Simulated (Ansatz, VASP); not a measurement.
## Mo: VASP beside Ansatz

INCAR

```
  PREC = Accurate
  ENCUT = 520
  EDIFF = 1E-7
  ISMEAR = 0
  SIGMA = 0.15
  LREAL = F
  LASPH = T
  NELM = 60
  ALGO = Fast
  ISIF = 2
  LWAVE = F
  LCHARG = F
  GGA = PS
  NBANDS = 13
```

KPOINTS

```
regular mesh
0
Gamma
  24 24 20
```

Contents of POSCAR:

```
Mo
1.0
    2.6499690891      0.0000000000      0.0000000000
   -1.3249845445      2.2949405504      0.0000000000
    0.0000000000      0.0000000000      2.7228062693
Mo
1
Direct
    0.0000000000      0.0000000000      0.5000000000
```

Input for Ansatz:

```yaml
crystal:
  lattice:
    - [2.6499690891, 0.0, 0.0]
    - [-1.3249845445, 2.2949405504, 0.0]
    - [0.0, 0.0, 2.7228062693]
  atoms:
    - { symbol: Mo, position: [0.0, 0.0, 0.5] }
basis:
  ecutwfc: 420
kpoints:
  mp_grid: { grid: [24, 24, 20] }
hamiltonian:
  xc: pbesol
scf:
  occupations: { method: gaussian, width: 0.15 }
output:
  forces: true
  stress: true
  eigenvalues: true
```

Alike in both runs: task single point; functional PBEsol; k mesh 24 × 24 × 20; occupations gaussian, width 0.15 eV; no spin polarisation.

```csv
,VASP,Ansatz
version,VASP 6.6.1,Ansatz 0.2.0
potentials or method,"VASP PAW PBE potentials, release 64 (Mo_sv), cutoff 520 eV","scalar-relativistic, plane waves, PAW"
valence electrons in the cell,14,14
```

VASP gave:

```
gap on the k mesh at the Fermi level (eV)                     : none
pressure (GPa)                                                : 0.4
traceless stress, the component that is largest in VASP (GPa) : -20.08
```

Q: Estimate Ansatz's values.

A: gap on the k mesh at the Fermi level (eV): none; pressure (GPa): -0.1; traceless stress, the component that is largest in VASP (GPa): -19.97.

VASP's potentials were made for PBE, not for PBEsol. A gap of «none» marks a metal or a gap that the smearing closes.
